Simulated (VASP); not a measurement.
Here is a VASP 6.6.1 calculation.

Contents of POSCAR:

```
InGaAs2
1.0
    4.5512445769      0.0000000000      0.0000000000
    0.0000000000      4.5512445769      0.0000000000
    0.0000000000      0.0000000000      5.1380233913
In Ga As
1 1 2
Direct
    0.0000000000      0.0000000000      0.5000000000
    0.5000000000      0.5000000000      0.0000000000
    0.5000000000      0.0000000000      0.7684750000
    0.0000000000      0.5000000000      0.2315250000
```

The input INCAR.step1:

```
PREC     = Accurate       # precision mode
ENCUT    = 520            # plane-wave cutoff, eV
ISMEAR   = 0              # smearing method
SIGMA    = 0.03           # smearing width, eV
LREAL    = False          # projectors in reciprocal space
LASPH    = True           # aspherical terms in the spheres
NELM     = 100            # most SCF steps
NBANDS   = 26             # bands
GGA      = PE             # functional
ALGO     = Normal         # electronic algorithm
EDIFF    = 1E-4           # SCF threshold, eV
LWAVE    = True           # write WAVECAR
LCHARG   = False          # write CHGCAR
```

Contents of INCAR.step2:

```
PREC     = Accurate       # precision mode
ENCUT    = 520            # plane-wave cutoff, eV
EDIFF    = 1E-6           # SCF threshold, eV
ISMEAR   = 0              # smearing method
SIGMA    = 0.03           # smearing width, eV
LREAL    = False          # projectors in reciprocal space
LASPH    = True           # aspherical terms in the spheres
NELM     = 100            # most SCF steps
ALGO     = Normal         # electronic algorithm
ISIF     = 2              # what is computed and relaxed
LWAVE    = False          # write WAVECAR
LCHARG   = True           # write CHGCAR
METAGGA  = R2SCAN         # meta-GGA
LMIXTAU  = True         
LELF     = True           # ELF
LVHAR    = True         
NBANDS   = 26             # bands
ISTART   = 1
```

Contents of KPOINTS:

```
Automatic mesh
0
Gamma
  10 10 6
```

Potentials or basis: VASP PAW PBE potentials, release 64 (In_d, Ga_d, As).

The run is started by

```sh
$ cat potpaw_PBE.64/In_d/POTCAR potpaw_PBE.64/Ga_d/POTCAR potpaw_PBE.64/As/POTCAR > POTCAR
$ cp INCAR.step1 INCAR
$ mpirun -np 1 vasp_std > vasp.out
$ cp INCAR.step2 INCAR
$ mpirun -np 1 vasp_std > vasp.out
```

Question: Estimate the pressure.

Answer: -3.0 GPa.

Question: Estimate the band gap on the k mesh.

Answer: 0.13 eV (least direct gap 0.44 eV).

Question: Estimate the largest force.

Answer: 0.148 eV/Å.

Forces in eV/Å, atoms in the order of the input:
```
In   0.000  0.000  0.000
Ga   0.000  0.000  0.000
As   0.000  0.000  0.148
As   0.000  0.000 -0.148
```

Caveat: the stress differs along the axes, from -5 to 2 GPa; semilocal functionals underestimate gaps, and a narrow one can read as zero; the PAW data sets were made with another functional, which shifts forces and pressure a little; spin-orbit coupling is left out, which moves the levels of the heavy elements. A k mesh can miss the band edges.
